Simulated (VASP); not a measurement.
HC8: single point with PBE+D4

Slab: HC8, a slab with vacuum.

```
C H
1.0
     2.46554    0.00000    0.00000
    -1.23277    2.13415    0.00000
     0.00000    0.00000   29.19852
C H
8 1
Direct
  0.08331 0.16662 0.29111
  0.41669 0.83338 0.29111
  0.58331 0.16662 0.40754
  0.91669 0.83338 0.40754
  0.26789 0.53578 0.52245
  0.60121 0.20243 0.52235
  0.60146 0.20292 0.63215
  0.93489 0.86977 0.62300
  0.60149 0.20299 0.67236
```

- Program: VASP 6.6.1
- Task: single point
- Functional: PBE
- Dispersion: D4
- Potentials or basis: VASP PAW PBE potentials, release 64 (C, H)
- Cutoff: 520 eV
- k mesh: 12 × 12 × 1
- Occupations: gaussian, width 0.1 eV
- Spin: no spin polarisation
- Dipole correction: yes
- Further INCAR settings: ALGO = Normal; EDIFF = 1e-06; NBANDS = 26

```
Largest force              : 0.023 eV/Å
Dispersion energy per atom : -0.148 eV
```

Forces in eV/Å, atoms in the order of the input:
```
C    0.000 -0.005  0.009
C    0.000  0.002  0.004
C    0.000  0.009  0.013
C    0.000 -0.006 -0.019
C    0.000 -0.009  0.005
C    0.000  0.009  0.000
C    0.000  0.013 -0.019
C    0.000 -0.013 -0.015
H    0.000  0.000  0.022
```

Levels at points of the mesh, in eV from the Fermi level:
```csv
k point,band 14,band 15,band 16,band 17,band 18,band 19,band 20,band 21
"(0.00, 0.00, 0.00)",-2.94,-2.88,-2.86,-0.79,3.32,3.59,4.29,4.87
"(0.50, 0.00, 0.00)",-2.54,-2.37,-2.16,-0.73,1.65,1.74,2.10,6.19
"(0.00, 0.50, 0.00)",-2.69,-2.33,-1.97,-0.73,1.36,1.93,2.16,6.19
```

It took 2.9 min on 1 thread of Intel(R) Xeon(R) 6975P-C (Granite Rapids) (shared host), peak memory 0.32 GiB.
